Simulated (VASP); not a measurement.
A run of VASP 6.6.1 is set up as follows.

Contents of POSCAR:

```
Cu
1.0
   -1.4427933200      1.4427933200      1.3760814500
    1.4427933200     -1.4427933200      1.3760814500
    1.4427933200      1.4427933200     -1.3760814500
Cu
1
Direct
    0.0000000000      0.0000000000      0.0000000000
```

The input INCAR.step1:

```
PREC = Accurate ; ENCUT = 520
EDIFF = 1E-5 ; ISMEAR = -1
SIGMA = 0.05 ; LREAL = False
LASPH = True ; NELM = 60
ALGO = Normal ; ISIF = 2
LWAVE = True ; LCHARG = False
GGA = PE ; NBANDS = 12
```

Contents of INCAR.step2:

```
PREC = Accurate ; ENCUT = 520
EDIFF = 1E-7 ; ISMEAR = -1
SIGMA = 0.05 ; LREAL = False
LASPH = True ; NELM = 60
ALGO = Normal ; ISIF = 2
LWAVE = False ; LCHARG = False
GGA = PE ; LHFCALC = True
AEXX = 1.0 ; ALDAC = 0.0
AGGAC = 0.0 ; PRECFOCK = Normal
ISTART = 1 ; NBANDS = 12
```

The input KPOINTS:

```
regular mesh
0
Gamma
  7 7 7
```

Potentials or basis: VASP PAW PBE potentials, release 64 (Cu).

The run is started by

```console
$ cat potpaw_PBE.64/Cu/POTCAR > POTCAR
$ cp INCAR.step1 INCAR
$ mpirun -np 1 vasp_std > vasp.out
$ cp INCAR.step2 INCAR
$ mpirun -np 1 vasp_std > vasp.out
```

Q: Estimate the pressure.

A: 30.1 GPa.

Q: Predict the band gap on the k mesh.

A: Zero (an odd number of electrons rules out a gap without spin polarisation).

Stress tensor (GPa, compression positive):
```
32.45  0.00  0.00
 0.00 32.45  0.00
 0.00  0.00 25.46
```

Caveat: the k points lie up to 0.45 Å⁻¹ apart, too coarse for converged energies and pressures of a metal; the PAW data sets were made with another functional, which shifts forces and pressure a little.
